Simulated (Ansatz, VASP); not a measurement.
TaN: VASP beside Ansatz

INCAR

```
  PREC = Accurate
  ENCUT = 520
  EDIFF = 1E-7
  ISMEAR = 0
  SIGMA = 0.15
  LREAL = F
  LASPH = T
  NELM = 100
  ALGO = Normal
  ISIF = 2
  LWAVE = F
  LCHARG = F
  NBANDS = 15
```

Contents of KPOINTS:

```
regular mesh
0
Gamma
  18 18 16
```

File POSCAR:

```
TaN
1.0
    2.9379988584      0.0000000000      0.0000000000
   -1.4689994292      2.5443816477      0.0000000000
    0.0000000000      0.0000000000      2.8830000000
Ta N
1 1
Direct
    0.3333333333      0.6666666667      0.5000000000
    0.0000000000      0.0000000000      0.0780437045
```

Input for Ansatz:

```yaml
crystal:
  lattice:
    - [2.9379988584, 0.0, 0.0]
    - [-1.4689994292, 2.5443816477, 0.0]
    - [0.0, 0.0, 2.883]
  atoms:
    - { symbol: Ta, position: [0.3333333333, 0.6666666667, 0.5] }
    - { symbol: "N", position: [0.0, 0.0, 0.0780437045] }
basis:
  ecutwfc: 420
kpoints:
  mp_grid: { grid: [18, 18, 16] }
hamiltonian:
  xc: lda
scf:
  occupations: { method: gaussian, width: 0.15 }
output:
  forces: true
  stress: true
  eigenvalues: true
```

Change from the starting cell: all N atoms moved +0.225 Å, as atom 2 along Cartesian [0 0 1].

Alike in both runs: task single point; functional LDA; k mesh 18 × 18 × 16; occupations gaussian, width 0.15 eV; no spin polarisation.

|  | VASP | Ansatz |
| --- | --- | --- |
| version | VASP 6.6.1 | Ansatz 0.2.0 |
| potentials or method | VASP PAW LDA potentials, release 64 (Ta_pv, N), cutoff 520 eV | scalar-relativistic, plane waves, PAW |
| valence electrons in the cell | 16 | 18 |

Ansatz gave:

```
gap on the k mesh at the Fermi level (eV)                     : none
pressure (GPa)                                                : -1.0
traceless stress, the component that is largest in VASP (GPa) : 0.33
rms of the force components (eV/Å)                            : 1.896
```

What did VASP give for the same quantities?

gap on the k mesh at the Fermi level (eV): none; pressure (GPa): 0.8; traceless stress, the component that is largest in VASP (GPa): 0.37; rms of the force components (eV/Å): 1.929.

LDA's correlation is that of Perdew and Zunger in VASP and of Perdew and Wang (1992) in Ansatz. Atom by atom the forces differ by 0.032 eV/Å (rms over components). A gap of «none» marks a metal or a gap that the smearing closes. VASP's potentials hold 16 valence electrons a cell and Ansatz's 18, so a difference there can come from the potentials and not from the codes.

Neither program's run includes spin-orbit coupling.
